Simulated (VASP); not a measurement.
## Si3Mo: single point with PBE

The system is Si3Mo.

```
Si Mo
1.0
     3.82745    0.00000    0.00000
     0.00000    3.82745    0.00000
     0.00000    0.00000    3.82745
Si Mo
3 1
Direct
  0.00000 0.50000 0.50000
  0.50000 0.00000 0.50000
  0.50000 0.50000 0.00000
  0.00000 0.00000 0.00000
```

```yaml
Program: VASP 6.6.1
Task: single point
Functional: PBE
Potentials_or_basis: VASP PAW PBE potentials, release 64 (Si, Mo_sv)
Cutoff: 520 eV
k_mesh: 4 × 4 × 4
Occupations: gaussian, width 0.1 eV
Spin: no spin polarisation
Dipole_correction: no
Further_INCAR_settings: ALGO = Normal; EDIFF = 1e-07; NBANDS = 21
```

```yaml
Pressure: -0.1 GPa
Band_gap_on_the_k_mesh: zero (band 13 reaches 12.16 eV, above the bottom of band 14 at 10.80 eV)
```

Levels at points of the mesh, in eV from the Fermi level:
```tsv
k point	band 10	band 11	band 12	band 13	band 14	band 15	band 16	band 17
(0.00, 0.00, 0.00)	-4.52	-1.49	-1.49	-1.49	-0.10	2.10	2.10	2.65
(0.50, 0.00, 0.00)	-3.06	-1.16	-1.16	-1.14	-0.46	-0.39	1.90	1.90
(0.50, 0.50, 0.00)	-3.73	-1.38	-1.31	-0.22	-0.11	1.10	1.10	2.90
(0.50, 0.50, 0.50)	-5.37	-5.37	-0.26	0.10	0.10	1.97	1.97	1.97
```

Wall time 5.5 s on 1 thread of Intel(R) Xeon(R) 6975P-C (Granite Rapids), with other jobs on the host, peak memory 0.15 GiB.

Caveat: the k points lie up to 0.41 Å⁻¹ apart.
